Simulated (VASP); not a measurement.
**Hg: relaxation of cell and atoms with RPBE**

Crystal: Hg.

```
CELL_PARAMETERS angstrom
5.69371 0.00000 0.00000
0.00000 5.69371 0.00000
0.00000 0.00000 5.69371
ATOMIC_POSITIONS crystal
Hg 0.00000 0.00000 0.00000
Hg 0.50000 0.50000 0.50000
Hg 0.25000 0.00000 0.50000
Hg 0.75000 0.00000 0.50000
Hg 0.50000 0.25000 0.00000
Hg 0.50000 0.75000 0.00000
Hg 0.00000 0.50000 0.25000
Hg 0.00000 0.50000 0.75000
```

```yaml
Program: VASP 6.6.1
Task: relaxation of cell and atoms
Functional: RPBE
Potentials_or_basis: VASP PAW PBE potentials, release 64 (Hg)
Cutoff: 600 eV
k_mesh: 5 × 5 × 5
Occupations: fermi-dirac, width 0.1 eV
Spin: no spin polarisation
Dipole_correction: no
Further_INCAR_settings: ALGO = Normal; EDIFF = 1e-06; IBRION = 2; EDIFFG = -0.01; NSW = 80; ISIF = 3
```

```json
{"Relaxed volume": "86.86 Å³/atom", "Relaxed cell": "a = 8.857 Å, b = 8.857 Å, c = 8.857 Å, α = 90.00°, β = 90.00°, γ = 90.00°", "Space group after relaxing (to 0.1 Å)": "Pm-3n (No. 223)", "Energy gained by relaxing": "386.9 meV/atom", "Ionic steps": "22", "Pressure after relaxing": "0.0 GPa", "Band gap on the k mesh": "4.13 eV (least direct gap 4.16 eV)"}
```

Step by step:
```
step  energy change (eV)  largest force (eV/Å)  pressure (GPa)  volume (Å³)
   1              0.0000                0.0000           10.16       184.58
   2             -1.5900                0.0000            3.56       226.49
   3             -2.1599                0.0000            1.84       262.03
   4             -2.7460                0.0000            0.70       343.88
   5             -2.9925                0.0000            0.07       555.36
   6             -3.0259                0.0000            0.14       604.26
   7             -3.0932                0.0000           -0.07       710.51
   8             -3.0858                0.0000            0.10       670.70
   9             -3.0953                0.0000            0.02       693.80
  10             -3.0953                0.0000            0.03       693.82
  11             -3.0953                0.0000            0.02       693.89
  12             -3.0953                0.0000            0.02       693.89
  13             -3.0953                0.0000            0.02       693.89
  14             -3.0953                0.0000            0.02       693.89
  15             -3.0953                0.0000            0.02       693.90
  16             -3.0953                0.0000            0.02       693.91
  17             -3.0953                0.0000            0.02       693.92
  18             -3.0953                0.0000            0.02       693.95
  19             -3.0953                0.0000            0.02       694.01
  20             -3.0953                0.0000            0.02       694.14
  21             -3.0953                0.0000            0.02       694.39
  22             -3.0954                0.0000            0.02       694.89
```

Final structure:
```yaml
crystal:
  lattice:
    - [8.85738, 0.00000, 0.00000]
    - [0.00000, 8.85738, 0.00000]
    - [0.00000, 0.00000, 8.85738]
  atoms:
    - { symbol: Hg, position: [0.00000, 0.00000, 0.00000] }
    - { symbol: Hg, position: [0.50000, 0.50000, 0.50000] }
    - { symbol: Hg, position: [0.25000, 0.00000, 0.50000] }
    - { symbol: Hg, position: [0.75000, 0.00000, 0.50000] }
    - { symbol: Hg, position: [0.50000, 0.25000, 0.00000] }
    - { symbol: Hg, position: [0.50000, 0.75000, 0.00000] }
    - { symbol: Hg, position: [0.00000, 0.50000, 0.25000] }
    - { symbol: Hg, position: [0.00000, 0.50000, 0.75000] }
```

Levels at points of the mesh, in eV from the valence-band top:
| k point | band 46 | band 47 | band 48 | band 49 | band 50 | band 51 |
| --- | --- | --- | --- | --- | --- | --- |
| (0.00, 0.00, 0.00) | -0.03 | -0.03 | -0.03 | 4.13 | 4.13 | 4.13 |

It took 21 min on 1 thread of Intel(R) Xeon(R) Platinum 8259CL CPU @ 2.50GHz (Skylake/Cascade Lake), with other jobs on the host, peak memory 0.37 GiB.

Caveat: the volume moved by over 15 % at a fixed basis, so the end points are rough; the PAW data sets were made with another functional, which shifts forces and pressure a little; spin-orbit coupling is left out, which moves the levels of the heavy elements; an odd mesh through Γ misses points on the zone boundary, where band edges can lie.
